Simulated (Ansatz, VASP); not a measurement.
Two plane-wave programs on FeS2

```
Fe S
1.0
     4.43375    0.00000    0.00000
     0.00000    5.41261    0.00000
     0.00000    0.00000    3.38745
Fe S
2 4
Cartesian
  2.2169 2.7063 1.6937
  0.0000 0.0000 0.0000
  1.3028 4.7348 1.6937
  3.1310 0.6778 1.6937
  0.9141 2.0285 0.0000
  3.5197 3.3841 0.0000
```

Alike in both runs: task relaxation of cell and atoms; functional PBE; dispersion D3(BJ); k mesh 6 × 6 × 8; occupations gaussian, width 0.02 eV; no spin polarisation.

|  | VASP | Ansatz |
| --- | --- | --- |
| version | VASP 6.6.1 | Ansatz 0.2.0 |
| potentials or method | VASP PAW PBE potentials, release 64 (Fe, S), cutoff 600 eV | scalar-relativistic, plane waves, PAW |
| valence electrons in the cell | 40 | 56 |

|  | VASP | Ansatz | Ansatz less VASP |
| --- | --- | --- | --- |
| gap on the k mesh at the Fermi level, each at its own relaxed structure (eV) | 0.97 | 0.99 | +0.018 |
| relaxed volume (Å³/atom) | 13.15 | 13.15 | -0.005 |
| relaxed cell length with the largest relative difference (Å) | 4.384 | 4.389 | +0.0045 |

VASP's potentials hold 40 valence electrons a cell and Ansatz's 56, so a difference there can come from the potentials and not from the codes.
